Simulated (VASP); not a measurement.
# SnO2 (P-3m1) in VASP: a series of runs

SnO2 is run at these levels: PBE; tasks: single point.

Everything below comes from runs of VASP 6.6.1. Logs are shortened: lines on timing, memory, paths and dates and some standing lists are left out, and cuts for length are marked.

**1. The cell of the first run**

The structure is trigonal, space group P-3m1 (No. 164). The conventional cell has a = 3.228 Å, b = 3.228 Å, c = 5.184 Å, α = 90.00°, β = 90.00°, γ = 120.00°. Within 2.8 Å of Sn (site symmetry -3m) lie 6 O at 2.12 Å. O (site symmetry 3m) has 3 Sn at 2.12 Å and 3 O at 2.75 Å within 2.8 Å.

**2. Single point, PBE**

The input, INCAR:

```
SYSTEM = SnO2
ALGO = Normal
EDIFF = 1E-6
ENCUT = 520
GGA = PE
ISIF = 2
ISMEAR = 0
LASPH = .TRUE.
LCHARG = .TRUE.
LELF = .TRUE.
LREAL = .FALSE.
LVHAR = .TRUE.
LWAVE = .FALSE.
NBANDS = 20
NELM = 100
PREC = Accurate
SIGMA = 0.1
```

The input, KPOINTS:

```
k-points
0
G
  6 6 4
  0 0 0
```

The input, POSCAR:

```
SnO2
1.0
    3.2281336330      0.0000000026      0.0000000000
   -1.6140668188      2.7956457316      0.0000000000
    0.0000000000      0.0000000000      5.1835328103
Sn O
1 2
Direct
    0.0000000000      0.0000000000      0.0000000000
    0.3333333333      0.6666666667      0.1949583693
    0.6666666667      0.3333333333      0.8050416307
```

Potentials or basis: VASP PAW PBE potentials, release 64 (Sn_d, O).

Command:

```
cat potpaw_PBE.64/Sn_d/POTCAR potpaw_PBE.64/O/POTCAR > POTCAR
mpirun -np 1 vasp_std > vasp.out
```

OUTCAR:

```text
SYSTEM = SnO2
   EDIFF = 1E-6
   ENCUT = 520
   GGA = PE
   ISIF = 2
   ISMEAR = 0
   LASPH = .TRUE.
   LREAL = .FALSE.
   NELM = 100
   PREC = Accurate

 ion  position               nearest neighbor table
   1  0.000  0.000  0.000-   2 2.12   3 2.12   2 2.12   3 2.12   3 2.12   2 2.12
   2  0.333  0.667  0.195-   1 2.12   1 2.12   1 2.12
   3  0.667  0.333  0.805-   1 2.12   1 2.12   1 2.12

  LATTYP: Found a hexagonal cell.
 ALAT       =     3.2281336330
 C/A-ratio  =     1.6057367506

  Lattice vectors:

 A1 = (   3.2281336330,   0.0000000026,   0.0000000000)
 A2 = (  -1.6140668188,   2.7956457316,   0.0000000000)
 A3 = (   0.0000000000,   0.0000000000,   5.1835328103)

Analysis of symmetry for initial positions (statically):
=====================================================================
 Subroutine PRICEL returns:
 Original cell was already a primitive cell.

 Routine SETGRP: Setting up the symmetry group for a
 hexagonal supercell.

 Subroutine GETGRP returns: Found 12 space group operations
 (whereof 12 operations were pure point group operations)
 out of a pool of 24 trial point group operations.

The static configuration has the point symmetry D_3d.

Analysis of symmetry for dynamics (positions and initial velocities):
=====================================================================
 Subroutine PRICEL returns:
 Original cell was already a primitive cell.

 Routine SETGRP: Setting up the symmetry group for a
 hexagonal supercell.

 Subroutine GETGRP returns: Found 12 space group operations
 (whereof 12 operations were pure point group operations)
 out of a pool of 24 trial point group operations.

The dynamic configuration has the point symmetry D_3d.

 Subroutine INISYM returns: Found 12 space group operations
 (whereof 12 operations are pure point group operations),
 and found     1 'primitive' translations

----------------------------------------------------------------------------------------

                                     Primitive cell

  volume of cell :      46.7799

  direct lattice vectors                    reciprocal lattice vectors
     3.228133633  0.000000003  0.000000000     0.309776519  0.178849557  0.000000000
    -1.614066819  2.795645732  0.000000000    -0.000000000  0.357699113  0.000000000
     0.000000000  0.000000000  5.183532810     0.000000000  0.000000000  0.192918621

  length of vectors
     3.228133633  3.228133633  5.183532810     0.357699113  0.357699113  0.192918621

  position of ions in fractional coordinates (direct lattice)
     0.000000000  0.000000000  0.000000000
     0.333333333  0.666666667  0.194958369
     0.666666667  0.333333333  0.805041631

  ion indices of the primitive-cell ions
   primitive index   ion index
                 1           1
                 2           2
                 3           3

----------------------------------------------------------------------------------------

 KPOINTS: k-points

Automatic generation of k-mesh.
 Grid dimensions read from file:
 generate k-points for:    6    6    4

 Generating k-lattice:

  Cartesian coordinates                     Fractional coordinates (reciprocal lattice)
     0.051629420  0.029808259  0.000000000     0.166666667  0.000000000  0.000000000
    -0.000000000  0.059616519  0.000000000    -0.000000000  0.166666667  0.000000000
     0.000000000  0.000000000  0.048229655     0.000000000  0.000000000  0.250000000

  Length of vectors
     0.059616519  0.059616519  0.048229655

  Shift w.r.t. Gamma in fractional coordinates (k-lattice)
     0.000000000  0.000000000  0.000000000

 Subroutine IBZKPT returns following result:
 ===========================================

 Found     24 irreducible k-points:

 Following reciprocal coordinates:
            Coordinates               Weight
  0.000000  0.000000  0.000000      1.000000
  0.166667 -0.000000  0.000000      6.000000
  0.333333 -0.000000  0.000000      6.000000
  0.500000 -0.000000  0.000000      3.000000
  0.166667  0.166667  0.000000      6.000000
  0.333333  0.166667  0.000000     12.000000
[... 16 lines left out ...]
  0.333333  0.166667  0.500000     12.000000
  0.333333  0.333333  0.500000      2.000000
   k-points           NKPTS =     24   k-points in BZ     NKDIM =     24   number of bands    NBANDS=     20
   number of dos      NEDOS =    301   number of ions     NIONS =      3
   total plane-waves  NPLWV =  23040
   dimension x,y,z NGX =    24 NGY =   24 NGZ =   40
   dimension x,y,z NGXF=    48 NGYF=   48 NGZF=   80
   ions per type =               1   2
   NGX,Y,Z   is equivalent  to a cutoff of  12.36, 12.36, 12.83 a.u.
   NGXF,Y,Z  is equivalent  to a cutoff of  24.72, 24.72, 25.66 a.u.
 SYSTEM =  SnO2
   PREC   = accura    normal or accurate (medium, high low for compatibility)
   ISTART =      0    job   : 0-new  1-cont  2-samecut
   ICHARG =      2    charge: 1-file 2-atom 10-const
   ISPIN  =      1    spin polarized calculation?
   LNONCOLLINEAR =      F non collinear calculations
   LSORBIT =      F    spin-orbit coupling
   LASPH  =      T    aspherical Exc in radial PAW
   ENCUT  =  520.0 eV  38.22 Ry    6.18 a.u.   6.00  6.00  9.64*2*pi/ulx,y,z
   NELM   =    100;   NELMIN=  2; NELMDL= -5     # of ELM steps
   EDIFF  = 0.1E-05   stopping-criterion for ELM
   LREAL  =      F    real-space projection
   EDIFFG = 0.1E-04   stopping-criterion for IOM
   NSW    =      0    number of steps for IOM
   IBRION =     -1    ionic relax: 0-MD 1-quasi-New 2-CG
   NFREE  =      0    steps in history (QN), initial steepest desc. (CG)
   ISIF   =      2    stress and relaxation
   ISYM   =      2    0-nonsym 1-usesym 2-fastsym
   POTIM  = 0.5000    time-step for ionic-motion
   TEBEG  =    0.0;   TEEND  =   0.0 temperature during run
   PSTRESS=    0.0 pullay stress
   NELECT =      26.0000    total number of electrons
   NUPDOWN=      -1.0000    fix difference up-down
   EMIN   =  10.00;   EMAX   =-10.00  energy-range for DOS
   EFERMI =   0.00;   METHOD = LEGACY
   ISMEAR =     0;   SIGMA  =   0.10  broadening in eV -4-tet -1-fermi 0-gaus
   EFERMI_NEDOS =   21; number of points for ismear=-14 and -15
   IALGO  =     38    algorithm
   IMIX   =      4    mixing-type and parameters
     AMIX     =   0.40;   BMIX     =  1.00
     AMIX_MAG =   1.60;   BMIX_MAG =  1.00
  volume/ion in A,a.u.               =      15.59       105.23
  Fermi-wavevector in a.u.,A,eV,Ry     =   1.346003  2.543577 24.650013  1.811725
  Thomas-Fermi vector in A             =   2.473870
   LORBIT       =      0    0 simple, 1 ext, 2 COOP (PROOUT), +10 PAW based schemes
   GGA     = PE    functional components
   LHFCALC =     F    Hartree Fock is set to
   AEXX    =    0.0000 exact exchange contribution
   IVDW    =     0    specifies the selected vdW correction
   LEPSILON=     F    determine dielectric tensor
   LRPA    =     F    only Hartree local field effects (RPA)
 non-spin polarized calculation
 Gauss-broadening in eV      SIGMA  =   0.10
  energy-cutoff  :      520.00
  volume of cell :       46.78
 maximum number of plane-waves:      1290
   NGX = 13   NGY = 13   NGZ = 19

 number of electron      25.9999996 magnetization

 Free energy of the ion-electron system (eV)
  ---------------------------------------------------
  ext. energy  EPLUGINS =         0.00000000
  ---------------------------------------------------
  free energy    TOTEN  =       -18.18567389 eV

  energy without entropy =      -18.18567389  energy(sigma->0) =      -18.18567389

 E-fermi :   2.8326     XC(G=0):  -9.4780

 val. band max:        2.3971163741   @ k =   0.1667   0.1667   0.0000
 cond. band min:       4.5639527012   @ k =   0.0000   0.0000   0.0000
 fundamental gap:      2.1668363270
 Fermi energy:         2.8325907474

 k-point     1 :       0.0000    0.0000    0.0000
  band No.  band energies     occupation
      1     -17.5300      2.00000
      2     -17.3064      2.00000
      3     -17.3064      2.00000
      4     -17.1268      2.00000
      5     -17.1268      2.00000
      6     -15.4412      2.00000
[... 12 lines left out ...]
     19      19.3734      0.00000
     20      20.0016      0.00000

 k-point     2 :       0.1667   -0.0000    0.0000
  band No.  band energies     occupation
      1     -17.5479      2.00000
      2     -17.3994      2.00000
      3     -17.2570      2.00000
      4     -17.1655      2.00000
      5     -17.1226      2.00000
      6     -15.2471      2.00000
[... 12 lines left out ...]
     19      16.6784      0.00000
     20      20.0999      0.00000

 k-point     3 :       0.3333   -0.0000    0.0000
  band No.  band energies     occupation
      1     -17.9253      2.00000
      2     -17.2716      2.00000
      3     -17.2185      2.00000
      4     -17.1590      2.00000
      5     -17.0502      2.00000
      6     -14.6945      2.00000
[... 12 lines left out ...]
     19      14.9698      0.00000
     20      17.5053      0.00000

 k-point     4 :       0.5000   -0.0000    0.0000
  band No.  band energies     occupation
      1     -18.0917      2.00000
      2     -17.2753      2.00000
      3     -17.2218      2.00000
      4     -17.0970      2.00000
      5     -16.9896      2.00000
      6     -14.3031      2.00000
[... 12 lines left out ...]
     19      15.1907      0.00000
     20      16.4382      0.00000

 k-point     5 :       0.1667    0.1667    0.0000
  band No.  band energies     occupation
      1     -17.7531      2.00000
      2     -17.4054      2.00000
      3     -17.2032      2.00000
      4     -17.1917      2.00000
      5     -17.0750      2.00000
      6     -14.7973      2.00000
[... 12 lines left out ...]
     19      15.8517      0.00000
     20      18.2585      0.00000
[... 353 lines left out ...]
      6     -14.2895      2.00000
[... 12 lines left out ...]
     19      16.1153      0.00000
     20      16.2319      0.00000

 k-point    22 :       0.1667    0.1667    0.5000
  band No.  band energies     occupation
      1     -17.7551      2.00000
      2     -17.4051      2.00000
      3     -17.2030      2.00000
      4     -17.1919      2.00000
      5     -17.0749      2.00000
      6     -14.7694      2.00000
[... 12 lines left out ...]
     19      15.6021      0.00000
     20      17.9206      0.00000

 k-point    23 :       0.3333    0.1667    0.5000
  band No.  band energies     occupation
      1     -17.9548      2.00000
      2     -17.4030      2.00000
      3     -17.2302      2.00000
      4     -17.1356      2.00000
      5     -17.0482      2.00000
      6     -14.0540      2.00000
[... 12 lines left out ...]
     19      16.3676      0.00000
     20      17.3214      0.00000

 k-point    24 :       0.3333    0.3333    0.5000
  band No.  band energies     occupation
      1     -17.7341      2.00000
      2     -17.7341      2.00000
      3     -17.1428      2.00000
      4     -17.1428      2.00000
      5     -17.1324      2.00000
      6     -13.1755      2.00000
[... 12 lines left out ...]
     19      15.3186      0.00000
     20      18.3011      0.00000

------------------------ aborting loop because EDIFF is reached ----------------------------------------

  FORCE on cell =-STRESS in cart. coord.  units (eV):
  Direction    XX          YY          ZZ          XY          YZ          ZX
  --------------------------------------------------------------------------------------
  -------------------------------------------------------------------------------------
  Total        0.2255266      0.2255266      0.1449349     -0.0000000      0.0000000     -0.0000000
  in kB        7.7241167      7.7241167      4.9639125     -0.0000000      0.0000000     -0.0000000
  external PRESSURE =       6.8040486 kB  Pullay stress =       0.0000000 kB

 VOLUME and BASIS-vectors are now :
 -----------------------------------------------------------------------------
  energy-cutoff  :      520.00
  volume of cell :       46.78
      direct lattice vectors                 reciprocal lattice vectors
     3.228133633  0.000000003  0.000000000     0.309776519  0.178849557  0.000000000
    -1.614066819  2.795645732  0.000000000    -0.000000000  0.357699113  0.000000000
     0.000000000  0.000000000  5.183532810     0.000000000  0.000000000  0.192918621

 POSITION                                       TOTAL-FORCE (eV/Angst)
 -----------------------------------------------------------------------------------
      0.00000      0.00000      0.00000         0.000000      0.000000      0.000000
     -0.00000      1.86376      1.01057        -0.000000      0.000000      0.053361
      1.61407      0.93188      4.17296         0.000000     -0.000000     -0.053361
 -----------------------------------------------------------------------------------
    total drift:                                0.000000      0.000000     -0.000000

  FREE ENERGIE OF THE ION-ELECTRON SYSTEM (eV)
  ---------------------------------------------------
  free  energy   TOTEN  =       -18.1856738911 eV

  energy  without entropy=      -18.1856738911  energy(sigma->0) =      -18.18567389
```

Wall time 8 s (1 thread of Intel Xeon 6975P-C (Granite Rapids), shared host); peak memory 0.16 GiB.

What came out:

* Free energy: -18.1857 eV
* Pressure: 0.7 GPa
* Largest force: 0.053 eV/Å
* Band gap on the k mesh: 2.17 eV, indirect (least direct gap 2.41 eV)

Forces in eV/Å, atoms in the order of the input:
```
Sn   0.000  0.000  0.000
O    0.000  0.000  0.053
O    0.000  0.000 -0.053
```

Caveat: spin-orbit coupling is left out, which moves the levels of the heavy elements. A k mesh can miss the band edges.

**3. Single point, PBE**

This run uses another cell than the first one, of 16.45 Å³/atom, 1.055 times its volume.

The input, INCAR:

```
SYSTEM = SnO2
PREC = Accurate
ENCUT = 520
EDIFF = 1E-7
ISMEAR = 0
SIGMA = 0.02
LREAL = .FALSE.
LASPH = .TRUE.
NELM = 100
ALGO = Normal
ISIF = 2
LWAVE = .FALSE.
LCHARG = .FALSE.
GGA = PE
NBANDS = 20
```

The input, KPOINTS:

```
Automatic mesh
0
G
  12 12 6
  0 0 0
```

The input, POSCAR:

```
SnO2
1.0
    3.2281948636      0.0000000000      0.0000000000
   -1.6140974318      2.7956987602      0.0000000000
    0.0000000000      0.0000000000      5.4691614259
Sn O
1 2
Direct
    0.0000000000      0.0000000000      0.0000000000
    0.3333333333      0.6666666667      0.1849386307
    0.6666666667      0.3333333333      0.8150613693
```

Potentials or basis: VASP PAW PBE potentials, release 64 (Sn_d, O).

Command:

```
cat potpaw_PBE.64/Sn_d/POTCAR potpaw_PBE.64/O/POTCAR > POTCAR
mpirun -np 1 vasp_std > vasp.out
```

It took 31 s on 1 thread of Intel Xeon 6975P-C (Granite Rapids), shared host; peak memory 0.22 GiB.

The run converged. Its results:

* Free energy: -18.1889 eV
* Pressure: 0.5 GPa
* Largest force: 0.050 eV/Å
* Band gap on the k mesh: 2.27 eV, indirect (least direct gap 2.60 eV)

Forces in eV/Å, atoms in the order of the input:
```
Sn   0.000  0.000  0.000
O    0.000  0.000  0.050
O    0.000  0.000 -0.050
```

Stress tensor (GPa, compression positive):
```
0.63 0.00 0.00
0.00 0.63 0.00
0.00 0.00 0.20
```

Levels at points of the mesh, in eV from the valence-band top:
```csv
k point,band 9,band 10,band 11,band 12,band 13,band 14,band 15,band 16,band 17,band 18
"(0.00, 0.00, 0.00)",-1.18,-1.18,-0.75,-0.75,-0.33,2.27,5.88,10.08,11.28,11.28
"(0.50, 0.00, 0.00)",-4.08,-2.89,-1.25,-0.38,-0.13,5.38,7.45,10.55,11.29,12.18
"(0.00, 0.00, 0.50)",-1.19,-1.19,-0.83,-0.74,-0.74,2.93,5.64,10.21,11.27,11.27
"(0.50, 0.00, 0.50)",-4.17,-2.87,-1.08,-0.41,-0.16,5.32,7.29,10.38,11.90,12.85
```

Caveat: spin-orbit coupling is left out, which moves the levels of the heavy elements.

**4. Single point, PBE**

This run uses another cell than the first one, of 16.51 Å³/atom, 1.059 times its volume.

The input, INCAR:

```
ALGO = Normal
EDIFF = 1E-6
ENCUT = 520
GGA = PE
ISIF = 2
ISMEAR = 0
LASPH = T
LCHARG = T
LELF = T
LREAL = F
LVHAR = T
LWAVE = F
NBANDS = 20
NELM = 100
PREC = Accurate
SIGMA = 0.02
```

The input, KPOINTS:

```
k-points
0
Gamma
  12 12 6
```

The input, POSCAR:

```
SnO2
1.0
    3.2277956240      0.0000000000      0.0000000000
   -1.6138978120      2.7953530086      0.0000000000
    0.0000000000      0.0000000000      5.4898739544
Sn O
1 2
Direct
    0.0000000000      0.0000000000      0.0000000000
    0.3333333333      0.6666666667      0.1842883270
    0.6666666667      0.3333333333      0.8157116730
```

Command:

```
cat potpaw_PBE.64/Sn_d/POTCAR potpaw_PBE.64/O/POTCAR > POTCAR
mpirun -np 1 vasp_std > vasp.out
```

Wall time 29 s (1 thread of Intel Xeon 6975P-C (Granite Rapids), shared host); peak memory 0.22 GiB.

It converged, with:

```yaml
Free_energy: -18.1889 eV
Pressure: 0.5 GPa
Largest_force: 0.049 eV/Å
Band_gap_on_the_k_mesh: 2.28 eV, indirect (least direct gap 2.61 eV)
```

Forces in eV/Å, atoms in the order of the input:
```
Sn   0.000  0.000  0.000
O    0.000  0.000  0.049
O    0.000  0.000 -0.049
```

Stress tensor (GPa, compression positive):
```
0.64 0.00 0.00
0.00 0.64 0.00
0.00 0.00 0.18
```

Levels at points of the mesh, in eV from the valence-band top:
| k point | band 10 | band 11 | band 12 | band 13 | band 14 | band 15 | band 16 | band 17 |
| --- | --- | --- | --- | --- | --- | --- | --- | --- |
| (0.00, 0.00, 0.00) | -1.18 | -0.75 | -0.75 | -0.33 | 2.28 | 5.88 | 10.04 | 11.29 |
| (0.50, 0.00, 0.00) | -2.88 | -1.24 | -0.38 | -0.13 | 5.39 | 7.45 | 10.55 | 11.28 |
| (0.00, 0.00, 0.50) | -1.19 | -0.82 | -0.74 | -0.74 | 2.93 | 5.64 | 10.16 | 11.27 |
| (0.50, 0.00, 0.50) | -2.87 | -1.08 | -0.41 | -0.16 | 5.33 | 7.30 | 10.38 | 11.90 |

Caveat: spin-orbit coupling is left out, which moves the levels of the heavy elements. A k mesh can miss the band edges.

**5. Single point, PBE**

This run uses another cell than the first one, of 16.51 Å³/atom, 1.059 times its volume.

The input, INCAR:

```
SYSTEM = SnO2
PREC = Accurate
ENCUT = 520
EDIFF = 1E-6
ISMEAR = 0
SIGMA = 0.02
LREAL = .FALSE.
LASPH = .TRUE.
NELM = 60
ALGO = Normal
ISIF = 2
LWAVE = .FALSE.
LCHARG = .FALSE.
GGA = PE
NBANDS = 20
```

The input, KPOINTS:

```
regular mesh
0
G
  12 12 6
  0 0 0
```

POSCAR is that of step 4.

Command:

```
cat potpaw_PBE.64/Sn_d/POTCAR potpaw_PBE.64/O/POTCAR > POTCAR
mpirun -np 1 vasp_std > vasp.out
```

Run time: 27 s. Hardware: 1 thread of Intel Xeon 6975P-C (Granite Rapids), shared host; peak memory 0.22 GiB.

The run converged. Its results:

```yaml
Free_energy: -18.1889 eV
Pressure: 0.5 GPa
Largest_force: 0.049 eV/Å
Band_gap_on_the_k_mesh: 2.28 eV, indirect (least direct gap 2.61 eV)
```

Forces in eV/Å, atoms in the order of the input:
```
Sn   0.000  0.000  0.000
O    0.000  0.000  0.049
O    0.000  0.000 -0.049
```

Stress tensor (GPa, compression positive):
```
0.64 0.00 0.00
0.00 0.64 0.00
0.00 0.00 0.18
```

Levels at points of the mesh, in eV from the valence-band top:
```tsv
k point	band 11	band 12	band 13	band 14	band 15	band 16
(0.00, 0.00, 0.00)	-0.75	-0.75	-0.33	2.28	5.88	10.04
(0.50, 0.00, 0.00)	-1.24	-0.38	-0.13	5.39	7.45	10.55
(0.00, 0.00, 0.50)	-0.82	-0.74	-0.74	2.93	5.64	10.16
(0.50, 0.00, 0.50)	-1.08	-0.41	-0.16	5.33	7.30	10.38
```

Caveat: spin-orbit coupling is left out, which moves the levels of the heavy elements. A k mesh can miss the band edges.

**6. The runs side by side**

| cell | k mesh | smearing | gap on the mesh (eV) | pressure (GPa) | largest force (eV/Å) |
| --- | --- | --- | --- | --- | --- |
| a = 3.228, b = 3.228, c = 5.184 Å, angles 90.0, 90.0, 120.0°, 3 atoms | 6 × 6 × 4 | gaussian 0.1 eV | 2.17 | 0.7 | 0.05 |
| a = 3.228, b = 3.228, c = 5.469 Å, angles 90.0, 90.0, 120.0°, 3 atoms | 12 × 12 × 6 | gaussian 0.02 eV | 2.27 | 0.5 | 0.05 |
| a = 3.228, b = 3.228, c = 5.490 Å, angles 90.0, 90.0, 120.0°, 3 atoms | 12 × 12 × 6 | gaussian 0.02 eV | 2.28 | 0.5 | 0.05 |

Alike in all rows: task single point; level PBE; potentials or basis VASP PAW PBE potentials, release 64 (Sn_d, O); no spin polarisation; cutoff (eV) 520.

Caveats: spin-orbit coupling is left out, which moves the levels of the heavy elements.

Total energies depend on the potentials used, so only differences within one code and one set of settings carry meaning.
